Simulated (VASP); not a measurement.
Wanted: the native input for a VASP 6.6.1 run.

```yaml
Task: relaxation of cell and atoms
Functional: PBEsol
Potentials_or_basis: VASP PAW PBE potentials, release 64 (Li_sv)
Cutoff: 600 eV
k_mesh: 16 × 16 × 16
Occupations: gaussian, width 0.1 eV
Spin: no spin polarisation
Dipole_correction: no
Further_INCAR_settings: ALGO = Fast; EDIFF = 1e-06; IBRION = 2; EDIFFG = -0.005; NSW = 70; ISIF = 3
```

The structure of Li lies in POSCAR:

```
Li
1.0
   -1.7158076013      1.7158076013      1.7158076013
    1.7158076013     -1.7158076013      1.7158076013
    1.7158076013      1.7158076013     -1.7158076013
Li
1
Direct
    0.0000000000      0.0000000000      0.0000000000
```

One way to write it, as run:

INCAR

```
SYSTEM = Li
PREC = Accurate
ENCUT = 600
EDIFF = 1E-6
ISMEAR = 0
SIGMA = 0.1
LREAL = .False.
LASPH = .True.
NELM = 80
ALGO = Fast
ISIF = 3
LWAVE = .False.
LCHARG = .False.
GGA = PS
IBRION = 2
NSW = 70
EDIFFG = -0.005
```

KPOINTS

```
Automatic mesh
0
Gamma
  16 16 16
  0 0 0
```

Potentials or basis: VASP PAW PBE potentials, release 64 (Li_sv).

Run with:

```bash
$ cat potpaw_PBE.64/Li_sv/POTCAR > POTCAR
$ mpirun -np 1 vasp_std > vasp.out
```

It gave:

```json
{
 "Relaxed volume": "20.02 Å³/atom",
 "Relaxed cell": "a = 2.963 Å, b = 2.963 Å, c = 2.963 Å, α = 109.47°, β = 109.47°, γ = 109.47°",
 "Space group after relaxing (to 0.05 Å)": "Im-3m (No. 229)",
 "Energy gained by relaxing": "0.0 meV/atom",
 "Ionic steps": "4",
 "Pressure after relaxing": "0.0 GPa"
}
```

Caveat: the cutoff is under 1.25 times the usual one of these potentials, so pressure, stress and relaxed cells hold a basis-set (Pulay) error; the PAW data sets were made with another functional, which shifts forces and pressure a little.

Run time: 44 s on 1 thread of AMD EPYC 7R13 (shared host), peak memory 0.11 GiB.
